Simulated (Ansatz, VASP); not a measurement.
One calculation of TiO2, two programs

POSCAR

```
TiO2
1.0
    4.5968534940      0.0000000000      0.0000000000
    0.0000000000      4.5968534940      0.0000000000
    0.0000000000      0.0000000000      2.9534912666
Ti O
2 4
Direct
    0.0000000000      0.0000000000      0.0000000000
    0.5000000000      0.5000000000      0.5000000000
    0.3046432220      0.3046432220      0.0000000000
    0.1953567780      0.8046432220      0.5000000000
    0.8046432220      0.1953567780      0.5000000000
    0.6953567780      0.6953567780      0.0000000000
```

Contents of INCAR.step1:

```
ALGO = Normal
EDIFF = 1E-4
ENCUT = 520
GGA = PE
ISMEAR = 0
LASPH = T
LCHARG = F
LREAL = F
LWAVE = T
NBANDS = 33
NELM = 100
PREC = Accurate
SIGMA = 0.01
```

File INCAR.step2:

```
ALGO = Normal
EDIFF = 1E-6
ENCUT = 520
ISIF = 2
ISMEAR = 0
ISTART = 1
LASPH = T
LCHARG = T
LELF = T
LMIXTAU = T
LREAL = F
LVHAR = T
LWAVE = F
METAGGA = R2SCAN
NBANDS = 33
NELM = 100
PREC = Accurate
SIGMA = 0.01
```

The input KPOINTS:

```
k-points
0
Gamma
  6 6 8
```

Input for Ansatz:

```yaml
crystal:
  lattice:
    - [4.596853494, 0.0, 0.0]
    - [0.0, 4.596853494, 0.0]
    - [0.0, 0.0, 2.9534912666]
  atoms:
    - { symbol: Ti, position: [0.0, 0.0, 0.0] }
    - { symbol: Ti, position: [0.5, 0.5, 0.5] }
    - { symbol: O, position: [0.304643222, 0.304643222, 0.0] }
    - { symbol: O, position: [0.195356778, 0.804643222, 0.5] }
    - { symbol: O, position: [0.804643222, 0.195356778, 0.5] }
    - { symbol: O, position: [0.695356778, 0.695356778, 0.0] }
kpoints:
  mp_grid: { grid: [6, 6, 8] }
  band_path:
    path:
      - [0.0, 0.0, 0.0]
      - [0.0, 0.5, 0.0]
      - [0.5, 0.5, 0.0]
      - [0.0, 0.0, 0.5]
      - [0.0, 0.5, 0.5]
      - [0.5, 0.5, 0.5]
    npoints: 1
hamiltonian:
  xc: r2scan
scf:
  occupations: { method: fixed }
  n_extra_bands: 5
output:
  forces: true
  stress: true
  eigenvalues: true
```

Alike in both runs: task single point; functional r2SCAN; k mesh 6 × 6 × 8; no spin polarisation.

|  | VASP | Ansatz |
| --- | --- | --- |
| version | VASP 6.6.1 | Ansatz 0.2.0 |
| potentials or method | VASP PAW PBE potentials, release 64 (Ti_sv, O) | plane waves, PAW |
| plane-wave cutoff (eV) | 520 | 500 |
| occupations | gaussian, width 0.01 eV | fixed |
| valence electrons in the cell | 48 | 48 |

|  | VASP | Ansatz | Ansatz less VASP |
| --- | --- | --- | --- |
| gap on the k mesh at the Fermi level (eV) | 2.23 | 2.22 | -0.009 |
| pressure (GPa) | 1.3 | 0.0 | -1.28 |
| traceless stress, the component that is largest in VASP (GPa) | 0.49 | 0.02 | -0.466 |
| rms of the force components (eV/Å) | 0.018 | 0.002 | -0.0159 |

VASP's potentials were made for PBE, not for r2SCAN. Atom by atom the forces differ by 0.016 eV/Å (rms over components).
